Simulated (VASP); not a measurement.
## MgGe2: relaxation of cell and atoms with PBE

The system is MgGe2.

```
CELL_PARAMETERS angstrom
0.00000 3.99211 3.99211
3.99211 0.00000 3.99211
3.99211 3.99211 0.00000
ATOMIC_POSITIONS crystal
Mg 0.00000 0.00000 0.00000
Mg 0.25000 0.25000 0.25000
Ge 0.62500 0.62500 0.62500
Ge 0.12500 0.62500 0.62500
Ge 0.62500 0.62500 0.12500
Ge 0.62500 0.12500 0.62500
```

- Program: VASP 6.6.1
- Task: relaxation of cell and atoms
- Functional: PBE
- Potentials or basis: VASP PAW PBE potentials, release 64 (Mg, Ge_d)
- Cutoff: 600 eV
- k mesh: 8 × 8 × 8
- Occupations: gaussian, width 0.1 eV
- Spin: no spin polarisation
- Dipole correction: no
- Further INCAR settings: ALGO = Normal; EDIFF = 1e-06; IBRION = 2; EDIFFG = -0.01; NSW = 100; ISIF = 3

* Relaxed volume: 20.54 Å³/atom
* Relaxed cell: a = 5.586 Å, b = 5.586 Å, c = 5.586 Å, α = 60.00°, β = 60.00°, γ = 60.00°
* Space group after relaxing (to 0.05 Å): Fd-3m (No. 227)
* Energy gained by relaxing: 3.4 meV/atom
* Ionic steps: 4
* Pressure after relaxing: 0.0 GPa
* Band gap on the k mesh: zero (band 30 reaches 5.53 eV, above the bottom of band 31 at 3.48 eV)

The path:
```tsv
step	energy change (eV)	largest force (eV/Å)	pressure (GPa)	volume (Å³)
1	0.0000	0.0000	-1.59	127.24
2	-0.0202	0.0000	-0.12	123.42
3	-0.0202	0.0000	0.12	123.10
4	-0.0203	0.0000	-0.01	123.26
```

Final structure:
```
CELL_PARAMETERS angstrom
0.00000 3.94999 3.94999
3.94999 0.00000 3.94999
3.94999 3.94999 0.00000
ATOMIC_POSITIONS crystal
Mg 0.00000 0.00000 0.00000
Mg 0.25000 0.25000 0.25000
Ge 0.62500 0.62500 0.62500
Ge 0.12500 0.62500 0.62500
Ge 0.62500 0.62500 0.12500
Ge 0.62500 0.12500 0.62500
```

Levels at points of the mesh, in eV from the Fermi level:
```tsv
k point	band 28	band 29	band 30	band 31	band 32	band 33
(0.00, 0.00, 0.00)	-3.84	-2.06	-1.83	-1.83	1.00	1.00
(0.50, 0.00, 0.00)	-0.97	-0.46	0.09	0.09	0.18	0.18
(0.50, 0.50, 0.00)	-0.05	0.14	0.14	0.48	0.48	0.57
```

Wall time 6.2 min on 1 thread of Intel(R) Xeon(R) Platinum 8375C CPU @ 2.90GHz (Ice Lake), on a shared host, peak memory 0.42 GiB.
